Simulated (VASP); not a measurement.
# Ta (I4/mmm) in VASP: further runs

Ta is run at these levels: PBE; tasks: single point.

All numbers are computed with VASP 6.6.1; they aren't measurements. Logs are shortened: lines on timing, memory, paths and dates and some standing lists are left out, and cuts for length are marked.

## 1. The cell of the first run

It takes space group I4/mmm (No. 139, tetragonal). The conventional cell has a = 3.170 Å, b = 3.170 Å, c = 3.435 Å, α = 90.00°, β = 90.00°, γ = 90.00°. Within 3.7 Å of Ta (site symmetry 4/mmm) lie 14 Ta at 2.82 to 3.43 Å.

## 2. Single point, PBE (strain -0.040 along x and y, +0.040 along z)

INCAR

```
PREC = Accurate
ENCUT = 520
EDIFF = 1E-6
ISMEAR = 0
SIGMA = 0.15
LREAL = F
LASPH = T
NELM = 80
ALGO = Normal
ISIF = 2
LWAVE = F
LCHARG = T
GGA = PE
LELF = T
LVHAR = T
NBANDS = 12
```

KPOINTS

```
regular mesh
0
Gamma
  20 20 20
```

POSCAR

```
Ta
1.0
   -1.5852288000      1.5852288000      1.7173312000
    1.5852288000     -1.5852288000      1.7173312000
    1.5852288000      1.5852288000     -1.7173312000
Ta
1
Direct
    0.0000000000      0.0000000000      0.0000000000
```

Potentials or basis: VASP PAW PBE potentials, release 64 (Ta_pv).

On the command line:

```console
cat potpaw_PBE.64/Ta_pv/POTCAR > POTCAR
mpirun -np 1 vasp_std > vasp.out
```

OUTCAR:

```text
PREC = Accurate
   ENCUT = 520
   EDIFF = 1E-6
   ISMEAR = 0
   LREAL = F
   LASPH = T
   NELM = 80
   ISIF = 2
   GGA = PE

 ion  position               nearest neighbor table
   1  0.000  0.000  0.000-

  LATTYP: Found a body centered tetragonal cell.
 ALAT       =     3.1704576000
 C/A-ratio  =     1.0833333333

  Lattice vectors:

 A1 = (  -1.5852288000,   1.5852288000,   1.7173312000)
 A2 = (   1.5852288000,  -1.5852288000,   1.7173312000)
 A3 = (   1.5852288000,   1.5852288000,  -1.7173312000)

Analysis of symmetry for initial positions (statically):
=====================================================================
 Subroutine PRICEL returns:
 Original cell was already a primitive cell.

 Routine SETGRP: Setting up the symmetry group for a
 body centered tetragonal supercell.

 Subroutine GETGRP returns: Found 16 space group operations
 (whereof 16 operations were pure point group operations)
 out of a pool of 16 trial point group operations.

The static configuration has the point symmetry D_4h.

Analysis of symmetry for dynamics (positions and initial velocities):
=====================================================================
 Subroutine PRICEL returns:
 Original cell was already a primitive cell.

 Routine SETGRP: Setting up the symmetry group for a
 body centered tetragonal supercell.

 Subroutine GETGRP returns: Found 16 space group operations
 (whereof 16 operations were pure point group operations)
 out of a pool of 16 trial point group operations.

The dynamic configuration has the point symmetry D_4h.

 Subroutine INISYM returns: Found 16 space group operations
 (whereof 16 operations are pure point group operations),
 and found     1 'primitive' translations

----------------------------------------------------------------------------------------

                                     Primitive cell

  volume of cell :      17.2623

  direct lattice vectors                    reciprocal lattice vectors
    -1.585228800  1.585228800  1.717331200     0.000000000  0.315411882  0.291149430
     1.585228800 -1.585228800  1.717331200     0.315411882  0.000000000  0.291149430
     1.585228800  1.585228800 -1.717331200     0.315411882  0.315411882  0.000000000

  length of vectors
     2.824026761  2.824026761  2.824026761     0.429246603  0.429246603  0.446059762

  position of ions in fractional coordinates (direct lattice)
     0.000000000  0.000000000  0.000000000

  ion indices of the primitive-cell ions
   primitive index   ion index
                 1           1

----------------------------------------------------------------------------------------

 KPOINTS: regular mesh

Automatic generation of k-mesh.
 Grid dimensions read from file:
 generate k-points for:   20   20   20

 Generating k-lattice:

  Cartesian coordinates                     Fractional coordinates (reciprocal lattice)
     0.000000000  0.015770594  0.014557471     0.050000000  0.000000000  0.000000000
     0.015770594  0.000000000  0.014557471     0.000000000  0.050000000  0.000000000
     0.015770594  0.015770594  0.000000000     0.000000000  0.000000000  0.050000000

  Length of vectors
     0.021462330  0.021462330  0.022302988

  Shift w.r.t. Gamma in fractional coordinates (k-lattice)
     0.000000000  0.000000000  0.000000000

 Subroutine IBZKPT returns following result:
 ===========================================

 Found    641 irreducible k-points:

 Following reciprocal coordinates:
            Coordinates               Weight
  0.000000  0.000000  0.000000      1.000000
  0.050000 -0.000000  0.000000      8.000000
  0.100000 -0.000000  0.000000      8.000000
  0.150000 -0.000000  0.000000      8.000000
  0.200000 -0.000000  0.000000      8.000000
  0.250000 -0.000000  0.000000      8.000000
[... 16 lines left out ...]
 -0.400000  0.050000  0.000000     16.000000
 -0.350000  0.050000 -0.000000     16.000000
 [... further k-points ...]
   k-points           NKPTS =    641   k-points in BZ     NKDIM =    641   number of bands    NBANDS=     12
   number of dos      NEDOS =    301   number of ions     NIONS =      1
   total plane-waves  NPLWV =  13824
   dimension x,y,z NGX =    24 NGY =   24 NGZ =   24
   dimension x,y,z NGXF=    48 NGYF=   48 NGZF=   48
   ions per type =               1
   NGX,Y,Z   is equivalent  to a cutoff of  14.13, 14.13, 14.13 a.u.
   NGXF,Y,Z  is equivalent  to a cutoff of  28.26, 28.26, 28.26 a.u.
 SYSTEM =  unknown system
   PREC   = accura    normal or accurate (medium, high low for compatibility)
   ISTART =      0    job   : 0-new  1-cont  2-samecut
   ICHARG =      2    charge: 1-file 2-atom 10-const
   ISPIN  =      1    spin polarized calculation?
   LNONCOLLINEAR =      F non collinear calculations
   LSORBIT =      F    spin-orbit coupling
   LASPH  =      T    aspherical Exc in radial PAW
   ENCUT  =  520.0 eV  38.22 Ry    6.18 a.u.   5.25  5.25  5.25*2*pi/ulx,y,z
   NELM   =     80;   NELMIN=  2; NELMDL= -5     # of ELM steps
   EDIFF  = 0.1E-05   stopping-criterion for ELM
   LREAL  =      F    real-space projection
   EDIFFG = 0.1E-04   stopping-criterion for IOM
   NSW    =      0    number of steps for IOM
   IBRION =     -1    ionic relax: 0-MD 1-quasi-New 2-CG
   NFREE  =      0    steps in history (QN), initial steepest desc. (CG)
   ISIF   =      2    stress and relaxation
   ISYM   =      2    0-nonsym 1-usesym 2-fastsym
   POTIM  = 0.5000    time-step for ionic-motion
   TEBEG  =    0.0;   TEEND  =   0.0 temperature during run
   PSTRESS=    0.0 pullay stress
   NELECT =      11.0000    total number of electrons
   NUPDOWN=      -1.0000    fix difference up-down
   EMIN   =  10.00;   EMAX   =-10.00  energy-range for DOS
   EFERMI =   0.00;   METHOD = LEGACY
   ISMEAR =     0;   SIGMA  =   0.15  broadening in eV -4-tet -1-fermi 0-gaus
   EFERMI_NEDOS =   21; number of points for ismear=-14 and -15
   IALGO  =     38    algorithm
   IMIX   =      4    mixing-type and parameters
     AMIX     =   0.40;   BMIX     =  1.00
     AMIX_MAG =   1.60;   BMIX_MAG =  1.00
  volume/ion in A,a.u.               =      17.26       116.49
  Fermi-wavevector in a.u.,A,eV,Ry     =   1.408769  2.662187 27.002526  1.984630
  Thomas-Fermi vector in A             =   2.530893
   LORBIT       =      0    0 simple, 1 ext, 2 COOP (PROOUT), +10 PAW based schemes
   GGA     = PE    functional components
   LHFCALC =     F    Hartree Fock is set to
   AEXX    =    0.0000 exact exchange contribution
   IVDW    =     0    specifies the selected vdW correction
   LEPSILON=     F    determine dielectric tensor
   LRPA    =     F    only Hartree local field effects (RPA)
 non-spin polarized calculation
 Gauss-broadening in eV      SIGMA  =   0.15
  energy-cutoff  :      520.00
  volume of cell :       17.26
 maximum number of plane-waves:       479
 NGX is ok and might be reduce to    24
   NGX = 11   NGY = 11   NGZ = 11

 number of electron      11.0000002 magnetization

 Free energy of the ion-electron system (eV)
  ---------------------------------------------------
  ext. energy  EPLUGINS =         0.00000000
  ---------------------------------------------------
  free energy    TOTEN  =       -11.75150890 eV

  energy without entropy =      -11.73722218  energy(sigma->0) =      -11.74436554

 E-fermi :   5.8658     XC(G=0): -12.8361

 val. band max:        5.8637499173   @ k =  -0.1000   0.2500   0.0500
 cond. band min:       5.8670130160   @ k =  -0.1000   0.4000   0.0500
 fundamental gap:      0.0032630987
 Fermi energy:         5.8658078736

 k-point     1 :       0.0000    0.0000    0.0000
  band No.  band energies     occupation
      1     -27.0672      2.00000
      2     -27.0565      2.00000
      3     -27.0565      2.00000
      4      -2.2409      2.00000
      5       6.3021      0.00004
      6       6.3021      0.00004
      7       7.3126      0.00000
      8       9.2336      0.00000
      9      10.6147      0.00000
     10      20.1678      0.00000
     11      20.6841      0.00000
     12      21.6089      0.00000

 k-point     2 :       0.0500   -0.0000    0.0000
  band No.  band energies     occupation
      1     -27.0988      2.00000
      2     -27.0665      2.00000
      3     -27.0615      2.00000
      4      -2.1251      2.00000
      5       6.2872      0.00007
      6       6.3288      0.00001
      7       7.3243      0.00000
      8       9.1550      0.00000
      9      10.5583      0.00000
     10      20.3968      0.00000
     11      20.6840      0.00000
     12      21.7848      0.00000

 k-point     3 :       0.1000   -0.0000    0.0000
  band No.  band energies     occupation
      1     -27.2031      2.00000
      2     -27.0954      2.00000
      3     -27.0621      2.00000
      4      -1.7883      2.00000
      5       6.2208      0.00082
      6       6.3204      0.00002
      7       7.4598      0.00000
      8       8.9724      0.00000
      9      10.4353      0.00000
     10      20.6837      0.00000
     11      20.9416      0.00000
     12      22.2817      0.00000
[... 286 lines left out ...]
 k-point    23 :      -0.4000    0.0500    0.0000
  band No.  band energies     occupation
      1     -28.2333      2.00000
      2     -27.4021      2.00000
      3     -27.0809      2.00000
      4       1.2562      2.00000
      5       4.8222      2.00000
      6       6.1237      0.01504
      7       9.1486      0.00000
      8      10.9705      0.00000
      9      12.2467      0.00000
     10      19.0183      0.00000
     11      19.6872      0.00000
     12      20.7034      0.00000

 k-point    24 :      -0.3500    0.0500   -0.0000
  band No.  band energies     occupation
      1     -28.0770      2.00000
      2     -27.3509      2.00000
      3     -27.0816      2.00000
      4       0.9977      2.00000
      5       5.0568      2.00000
      6       5.6597      1.94803
      7       9.0326      0.00000
      8      10.7289      0.00000
      9      11.1417      0.00000
     10      19.8198      0.00000
     11      20.6457      0.00000
     12      21.0249      0.00000

 [... further k-points ...]

------------------------ aborting loop because EDIFF is reached ----------------------------------------

  FORCE on cell =-STRESS in cart. coord.  units (eV):
  Direction    XX          YY          ZZ          XY          YZ          ZX
  --------------------------------------------------------------------------------------
  -------------------------------------------------------------------------------------
  Total        1.7759853      1.7759853      0.7576791      0.0000000     -0.0000000      0.0000000
  in kB      164.8359662    164.8359662     70.3230891      0.0000000     -0.0000000      0.0000000
  external PRESSURE =     133.3316739 kB  Pullay stress =       0.0000000 kB

 VOLUME and BASIS-vectors are now :
 -----------------------------------------------------------------------------
  energy-cutoff  :      520.00
  volume of cell :       17.26
      direct lattice vectors                 reciprocal lattice vectors
    -1.585228800  1.585228800  1.717331200     0.000000000  0.315411882  0.291149430
     1.585228800 -1.585228800  1.717331200     0.315411882  0.000000000  0.291149430
     1.585228800  1.585228800 -1.717331200     0.315411882  0.315411882  0.000000000

 POSITION                                       TOTAL-FORCE (eV/Angst)
 -----------------------------------------------------------------------------------
      0.00000      0.00000      0.00000        -0.000000      0.000000     -0.000000
 -----------------------------------------------------------------------------------
    total drift:                                0.000000      0.000000     -0.000000

  FREE ENERGIE OF THE ION-ELECTRON SYSTEM (eV)
  ---------------------------------------------------
  free  energy   TOTEN  =       -11.7515089004 eV

  energy  without entropy=      -11.7372221802  energy(sigma->0) =      -11.74436554
```

It took 38 s on 1 thread of Intel Xeon 6975P-C (Granite Rapids), shared host; peak memory 0.25 GiB.

What came out:

```yaml
Free_energy: -11.7515 eV
Pressure: 13.3 GPa
Band_gap_on_the_k_mesh: zero (an odd number of electrons rules out a gap without spin polarisation)
```

Stress tensor (GPa, compression positive):
```
16.48  0.00  0.00
 0.00 16.48  0.00
 0.00  0.00  7.03
```

Caveat: the cell differs from its parent crystal (strain -0.040 along x and y, +0.040 along z); the cell stands under pressure; spin-orbit coupling is left out, which moves the levels of the heavy elements.

## 3. Single point, PBE (strain -0.040 along x and y, +0.080 along z)

INCAR

```
  ALGO = Normal
  EDIFF = 1E-6
  ENCUT = 520
  GGA = PE
  ISIF = 2
  ISMEAR = 0
  LASPH = T
  LCHARG = T
  LELF = T
  LREAL = F
  LVHAR = T
  LWAVE = F
  NBANDS = 12
  NELM = 80
  PREC = Accurate
  SIGMA = 0.15
```

KPOINTS

```
k-points
0
Gamma
  20 20 20
```

POSCAR

```
Ta
1.0
   -1.5852288000      1.5852288000      1.7833824000
    1.5852288000     -1.5852288000      1.7833824000
    1.5852288000      1.5852288000     -1.7833824000
Ta
1
Direct
    0.0000000000      0.0000000000      0.0000000000
```

Potentials or basis: VASP PAW PBE potentials, release 64 (Ta_pv).

On the command line:

```console
cat potpaw_PBE.64/Ta_pv/POTCAR > POTCAR
mpirun -np 1 vasp_std > vasp.out
```

Run time: 35 s. Hardware: 1 thread of Intel Xeon 6975P-C (Granite Rapids), shared host; peak memory 0.25 GiB.

Results (log left out):

```
Free energy            : -11.7604 eV
Pressure               : 5.3 GPa
Band gap on the k mesh : zero (an odd number of electrons rules out a gap without spin polarisation)
```

Stress tensor (GPa, compression positive):
```
 9.18  0.00  0.00
 0.00  9.18  0.00
 0.00  0.00 -2.46
```

Levels at points of the mesh, in eV from the Fermi level:
```tsv
k point	band 2	band 3	band 4	band 5	band 6	band 7	band 8	band 9
(0.00, 0.00, 0.00)	-33.11	-33.11	-8.01	0.35	0.35	1.72	2.88	4.71
(0.50, 0.00, 0.00)	-33.44	-33.13	-4.48	-1.03	1.31	2.65	5.20	7.49
(0.50, 0.50, 0.00)	-33.57	-33.22	-4.43	-2.50	2.15	5.13	5.59	7.93
(0.50, 0.50, 0.50)	-33.83	-33.83	-4.08	-3.70	6.54	6.70	6.99	6.99
```

Caveat: the cell differs from its parent crystal (strain -0.040 along x and y, +0.080 along z); the cell stands under pressure; spin-orbit coupling is left out, which moves the levels of the heavy elements.

## 4. Single point, PBE (strain +0.040 along x and y, -0.080 along z)

INCAR

```
PREC = Accurate ; ENCUT = 520
EDIFF = 1E-6 ; ISMEAR = 0
SIGMA = 0.15 ; LREAL = F
LASPH = T ; NELM = 100
ALGO = Normal ; ISIF = 2
LWAVE = F ; LCHARG = F
GGA = PE ; NBANDS = 12
```

KPOINTS

```
Automatic mesh
0
Gamma
  20 20 20
```

POSCAR

```
Ta
1.0
   -1.7173312000      1.7173312000      1.5191776000
    1.7173312000     -1.7173312000      1.5191776000
    1.7173312000      1.7173312000     -1.5191776000
Ta
1
Direct
    0.0000000000      0.0000000000      0.0000000000
```

On the command line:

```console
cat potpaw_PBE.64/Ta_pv/POTCAR > POTCAR
mpirun -np 1 vasp_std > vasp.out
```

Run time: 41 s. Hardware: 1 thread of Intel Xeon 6975P-C (Granite Rapids), shared host; peak memory 0.25 GiB.

It converged, with:

| Item | Value |
| --- | --- |
| Free energy | -11.7646 eV |
| Pressure | 5.6 GPa |
| Band gap on the k mesh | zero (an odd number of electrons rules out a gap without spin polarisation) |

Stress tensor (GPa, compression positive):
```
 2.63  0.00  0.00
 0.00  2.63  0.00
 0.00  0.00 11.63
```

Levels at points of the mesh, in eV from the Fermi level:
```csv
k point,band 3,band 4,band 5,band 6,band 7,band 8
"(0.00, 0.00, 0.00)",-33.08,-7.99,-0.29,1.39,1.39,2.68
"(0.50, 0.00, 0.00)",-33.19,-4.42,-2.08,1.93,3.79,6.10
"(0.50, 0.50, 0.00)",-33.06,-4.53,-0.37,0.98,2.43,4.20
"(0.50, 0.50, 0.50)",-33.71,-4.04,-3.75,6.72,6.72,7.20
```

Caveat: the cell differs from its parent crystal (strain +0.040 along x and y, -0.080 along z); the cell stands under pressure; spin-orbit coupling is left out, which moves the levels of the heavy elements.

## 5. The runs side by side

| cell | gap on the mesh (eV) | pressure (GPa) |
| --- | --- | --- |
| a = 2.824 Å, angles 111.7, 111.7, 105.1°, 1 atom | none | 13.3 |
| a = 2.865 Å, angles 112.8, 112.8, 103.0°, 1 atom | none | 5.3 |
| a = 2.865 Å, angles 106.3, 106.3, 115.9°, 1 atom | none | 5.6 |

Alike in all rows: task single point; level PBE; potentials or basis VASP PAW PBE potentials, release 64 (Ta_pv); no spin polarisation; k mesh 20 × 20 × 20; cutoff (eV) 520; smearing gaussian 0.15 eV.

Caveats: the cell stands under pressure; spin-orbit coupling is left out, which moves the levels of the heavy elements.

Total energies depend on the potentials used, so only differences within one code and one set of settings carry meaning.
